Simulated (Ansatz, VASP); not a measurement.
# One calculation of GaAs, two programs

```xyz
2
Lattice="0.0000 2.8265 2.8265 2.8265 0.0000 2.8265 2.8265 2.8265 0.0000" Properties=species:S:1:pos:R:3 pbc="T T T"
Ga    0.0000    0.0000    0.0000
As    1.4132    1.4132    1.4132
```

Alike in both runs: task relaxation of cell and atoms; functional PBE; k mesh 10 × 10 × 10; occupations gaussian, width 0.02 eV; no spin polarisation.

|  | VASP | Ansatz |
| --- | --- | --- |
| version | VASP 6.6.1 | Ansatz 0.2.0 |
| potentials or method | VASP PAW PBE potentials, release 64 (Ga_d, As), cutoff 500 eV | scalar-relativistic, plane waves, PAW |
| valence electrons in the cell | 18 | 28 |

|  | VASP | Ansatz | Ansatz less VASP |
| --- | --- | --- | --- |
| gap on the k mesh at the Fermi level, each at its own relaxed structure (eV) | 0.15 | 0.16 | +0.015 |
| relaxed volume (Å³/atom) | 23.76 | 23.70 | -0.058 |
| relaxed cell length with the largest relative difference (Å) | 4.066 | 4.062 | -0.0033 |

VASP's potentials hold 18 valence electrons a cell and Ansatz's 28, so a difference there can come from the potentials and not from the codes.
